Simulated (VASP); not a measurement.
Here is a VASP 6.6.1 calculation.

The input INCAR:

```
SYSTEM = GaAs
ALGO     = Normal         ! electronic algorithm
EDIFF    = 1E-7           ! SCF threshold, eV
ENCUT    = 520            ! plane-wave cutoff, eV
GGA      = PS             ! functional
ISIF     = 2              ! what is computed and relaxed
ISMEAR   = -1             ! smearing method
LASPH    = .True.         ! aspherical terms in the spheres
LCHARG   = .True.         ! write CHGCAR
LELF     = .True.         ! ELF
LREAL    = .False.        ! projectors in reciprocal space
LVHAR    = .True.       
LWAVE    = .False.        ! write WAVECAR
NBANDS   = 16             ! bands
NELM     = 60             ! most SCF steps
PREC     = Accurate       ! precision mode
SIGMA    = 0.08           ! smearing width, eV
```

Contents of KPOINTS:

```
k-points
0
Gamma
  13 13 13
  0 0 0
```

POSCAR

```
GaAs
1.0
    0.0000000000      2.6521043902      2.6521043902
    2.6521043902      0.0000000000      2.6521043902
    2.6521043902      2.6521043902      0.0000000000
Ga As
1 1
Direct
    0.0000000000      0.0000000000      0.0000000000
    0.5000000000      0.5000000000      0.5000000000
```

Potentials or basis: VASP PAW PBE potentials, release 64 (Ga_d, As).

Launch:

```console
$ cat potpaw_PBE.64/Ga_d/POTCAR potpaw_PBE.64/As/POTCAR > POTCAR
$ mpirun -np 1 vasp_std > vasp.out
```

(1) What does it give for the pressure?

(2) Predict the band gap on the k mesh.

Results:

(1) 0.2 GPa.

(2) zero (band 9 reaches 6.24 eV, above the bottom of band 10 at 2.93 eV).

Caveat: the PAW data sets were made with another functional, which shifts forces and pressure a little.
